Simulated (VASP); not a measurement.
# Cs (Fm-3m) in VASP: single point with LDA

Aim: the single point of Cs with LDA.

Program: VASP 6.6.1. These are calculated values, not measurements. Logs are shortened: lines on timing, memory, paths and dates and some standing lists are left out, and cuts for length are marked.

### Step 1. The cell of the first run

It takes space group Fm-3m (No. 225, cubic). The conventional cell has a = 6.603 Å, b = 6.603 Å, c = 6.603 Å, α = 90.00°, β = 90.00°, γ = 90.00°.

### Step 2. Single point, LDA (volume scaled by 0.75)

File INCAR:

```
SYSTEM = Cs
PREC = Accurate
ENCUT = 520
EDIFF = 1E-6
ISMEAR = -1
SIGMA = 0.1
LREAL = .False.
LASPH = .True.
NELM = 60
ALGO = Normal
ISIF = 2
LWAVE = .False.
LCHARG = .True.
LELF = .True.
LVHAR = .True.
NBANDS = 10
```

File KPOINTS:

```
regular mesh
0
Gamma
  10 10 10
  0 0 0
```

File POSCAR:

```
Cs
1.0
    0.0000000000      3.3014456476      3.3014456476
    3.3014456476      0.0000000000      3.3014456476
    3.3014456476      3.3014456476      0.0000000000
Cs
1
Direct
    0.0000000000      0.0000000000      0.0000000000
```

Potentials or basis: VASP PAW LDA potentials, release 64 (Cs_sv).

Command:

```
$ cat potpaw_LDA.64/Cs_sv/POTCAR > POTCAR
$ mpirun -np 1 vasp_std > vasp.out
```

OUTCAR:

```text
SYSTEM = Cs
   PREC = Accurate
   ENCUT = 520
   EDIFF = 1E-6
   ISMEAR = -1
   LREAL = .False.
   LASPH = .True.
   NELM = 60
   ISIF = 2

 ion  position               nearest neighbor table
   1  0.000  0.000  0.000-

  LATTYP: Found a face centered cubic cell.
 ALAT       =     6.6028912952

  Lattice vectors:

 A1 = (   0.0000000000,   3.3014456476,   3.3014456476)
 A2 = (   3.3014456476,   0.0000000000,   3.3014456476)
 A3 = (   3.3014456476,   3.3014456476,   0.0000000000)

Analysis of symmetry for initial positions (statically):
=====================================================================
 Subroutine PRICEL returns:
 Original cell was already a primitive cell.

 Routine SETGRP: Setting up the symmetry group for a
 face centered cubic supercell.

 Subroutine GETGRP returns: Found 48 space group operations
[... 9 lines left out ...]

 Routine SETGRP: Setting up the symmetry group for a
 face centered cubic supercell.

 Subroutine GETGRP returns: Found 48 space group operations
[... 11 lines left out ...]
                                     Primitive cell

  volume of cell :      71.9685

  direct lattice vectors                    reciprocal lattice vectors
     0.000000000  3.301445648  3.301445648    -0.151448806  0.151448806  0.151448806
     3.301445648  0.000000000  3.301445648     0.151448806 -0.151448806  0.151448806
     3.301445648  3.301445648  0.000000000     0.151448806  0.151448806 -0.151448806

  length of vectors
     4.668949210  4.668949210  4.668949210     0.262317026  0.262317026  0.262317026

  position of ions in fractional coordinates (direct lattice)
     0.000000000  0.000000000  0.000000000

  ion indices of the primitive-cell ions
   primitive index   ion index
                 1           1

----------------------------------------------------------------------------------------

 KPOINTS: regular mesh

Automatic generation of k-mesh.
 Grid dimensions read from file:
 generate k-points for:   10   10   10

 Generating k-lattice:

  Cartesian coordinates                     Fractional coordinates (reciprocal lattice)
    -0.015144881  0.015144881  0.015144881     0.100000000  0.000000000  0.000000000
     0.015144881 -0.015144881  0.015144881     0.000000000  0.100000000  0.000000000
[... 51 lines left out ...]
   ICHARG =      2    charge: 1-file 2-atom 10-const
   ISPIN  =      1    spin polarized calculation?
   LNONCOLLINEAR =      F non collinear calculations
   LSORBIT =      F    spin-orbit coupling
   LASPH  =      T    aspherical Exc in radial PAW
   ENCUT  =  520.0 eV  38.22 Ry    6.18 a.u.   8.68  8.68  8.68*2*pi/ulx,y,z
   NELM   =     60;   NELMIN=  2; NELMDL= -5     # of ELM steps
   EDIFF  = 0.1E-05   stopping-criterion for ELM
   LREAL  =      F    real-space projection
   EDIFFG = 0.1E-04   stopping-criterion for IOM
   NSW    =      0    number of steps for IOM
   IBRION =     -1    ionic relax: 0-MD 1-quasi-New 2-CG
   NFREE  =      0    steps in history (QN), initial steepest desc. (CG)
   ISIF   =      2    stress and relaxation
   ISYM   =      2    0-nonsym 1-usesym 2-fastsym
   POTIM  = 0.5000    time-step for ionic-motion
   TEBEG  =    0.0;   TEEND  =   0.0 temperature during run
   PSTRESS=    0.0 pullay stress
   NELECT =       9.0000    total number of electrons
   NUPDOWN=      -1.0000    fix difference up-down
   EMIN   =  10.00;   EMAX   =-10.00  energy-range for DOS
   EFERMI =   0.00;   METHOD = LEGACY
   ISMEAR =    -1;   SIGMA  =   0.10  broadening in eV -4-tet -1-fermi 0-gaus
   EFERMI_NEDOS =   21; number of points for ismear=-14 and -15
   IALGO  =     38    algorithm
   IMIX   =      4    mixing-type and parameters
     AMIX     =   0.40;   BMIX     =  1.00
     AMIX_MAG =   1.60;   BMIX_MAG =  1.00
  volume/ion in A,a.u.               =      71.97       485.67
  Fermi-wavevector in a.u.,A,eV,Ry     =   0.818669  1.547060  9.118875  0.670218
  Thomas-Fermi vector in A             =   1.929337
   LORBIT       =      0    0 simple, 1 ext, 2 COOP (PROOUT), +10 PAW based schemes
   GGA     = CA    functional components
   LHFCALC =     F    Hartree Fock is set to
   AEXX    =    0.0000 exact exchange contribution
   IVDW    =     0    specifies the selected vdW correction
   LEPSILON=     F    determine dielectric tensor
   LRPA    =     F    only Hartree local field effects (RPA)
 non-spin polarized calculation
  energy-cutoff  :      520.00
  volume of cell :       71.97
 maximum number of plane-waves:      1964
   NGX = 17   NGY = 17   NGZ = 17

 number of electron       9.0000000 magnetization

 Free energy of the ion-electron system (eV)
  ---------------------------------------------------
  ext. energy  EPLUGINS =         0.00000000
  ---------------------------------------------------
  free energy    TOTEN  =        -0.94867188 eV

  energy without entropy =       -0.90187743  energy(sigma->0) =       -0.92527466

 E-fermi :   1.7355     XC(G=0):  -6.8929

 val. band max:        1.6471469181   @ k =   0.5000   0.4000   0.0000
 cond. band min:       1.7403388272   @ k =  -0.4000   0.5000   0.1000
 fundamental gap:      0.0931919091
 Fermi energy:         1.7355067619

 k-point     1 :       0.0000    0.0000    0.0000
  band No.  band energies     occupation
      1     -21.9122      2.00000
      2      -8.4615      2.00000
      3      -8.4615      2.00000
      4      -8.4615      2.00000
      5      -0.3700      2.00000
      6       4.3752      0.00000
      7       4.3752      0.00000
      8       4.3752      0.00000
      9       6.0532      0.00000
     10       6.0532      0.00000
[... 287 lines left out ...]
 k-point    24 :       0.4000    0.3000    0.0000
  band No.  band energies     occupation
      1     -21.8571      2.00000
      2      -8.9312      2.00000
      3      -8.6476      2.00000
      4      -8.6269      2.00000
      5       1.5494      1.73079
      6       2.6785      0.00016
      7       3.7191      0.00000
      8       5.6965      0.00000
      9       6.1308      0.00000
     10       7.2471      0.00000

 [... further k-points ...]
[... 5 lines left out ...]
  --------------------------------------------------------------------------------------
  -------------------------------------------------------------------------------------
  Total        0.4451430      0.4451430      0.4451430     -0.0000000      0.0000000      0.0000000
  in kB        9.9098643      9.9098643      9.9098643     -0.0000000      0.0000000      0.0000000
  external PRESSURE =       9.9098643 kB  Pullay stress =       0.0000000 kB

 VOLUME and BASIS-vectors are now :
 -----------------------------------------------------------------------------
  energy-cutoff  :      520.00
  volume of cell :       71.97
      direct lattice vectors                 reciprocal lattice vectors
     0.000000000  3.301445648  3.301445648    -0.151448806  0.151448806  0.151448806
     3.301445648  0.000000000  3.301445648     0.151448806 -0.151448806  0.151448806
     3.301445648  3.301445648  0.000000000     0.151448806  0.151448806 -0.151448806

 POSITION                                       TOTAL-FORCE (eV/Angst)
 -----------------------------------------------------------------------------------
      0.00000      0.00000      0.00000         0.000000     -0.000000     -0.000000
 -----------------------------------------------------------------------------------
    total drift:                               -0.000000      0.000000      0.000000

  FREE ENERGIE OF THE ION-ELECTRON SYSTEM (eV)
  ---------------------------------------------------
  free  energy   TOTEN  =        -0.9486718781 eV

  energy  without entropy=       -0.9018774322  energy(sigma->0) =       -0.92527466
```

Wall time 24 s (1 thread of Intel Xeon Platinum 8259CL at 2.50GHz (Skylake/Cascade Lake), shared host); peak memory 0.18 GiB.

What came out:

- Free energy: -0.9487 eV
- Pressure: 1.0 GPa

Caveat: spin-orbit coupling is left out, which moves the levels of the heavy elements.
